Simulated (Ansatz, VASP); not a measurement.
# One calculation of As, two programs

```
As
1.0
     2.39516   -2.59199    0.00000
     2.39516    2.59199    0.00000
     0.00000    0.00000    3.79160
As
2
Direct
  0.25808 0.74192 0.50000
  0.74192 0.25808 0.50000
```

Alike in both runs: task single point; functional PBE; k mesh 6 × 6 × 4; occupations gaussian, width 0.1 eV; no spin polarisation.

```csv
,VASP,Ansatz
version,VASP 6.6.1,Ansatz 0.2.0
potentials or method,"VASP PAW PBE potentials, release 64 (As), cutoff 520 eV","scalar-relativistic, plane waves, PAW"
valence electrons in the cell,10,30
```

|  | VASP | Ansatz | Ansatz less VASP |
| --- | --- | --- | --- |
| gap on the k mesh at the Fermi level (eV) | none | none | - |
| pressure (GPa) | 7.5 | 7.1 | -0.34 |
| traceless stress, the component that is largest in VASP (GPa) | -11.35 | -11.06 | +0.287 |
| rms of the force components (eV/Å) | 0.187 | 0.194 | +0.0071 |

Atom by atom the forces differ by 0.007 eV/Å (rms over components). A gap of «none» marks a metal or a gap that the smearing closes. VASP's potentials hold 10 valence electrons a cell and Ansatz's 30, so a difference there can come from the potentials and not from the codes.

The k mesh is coarse, so the values compare programs but aren't converged.
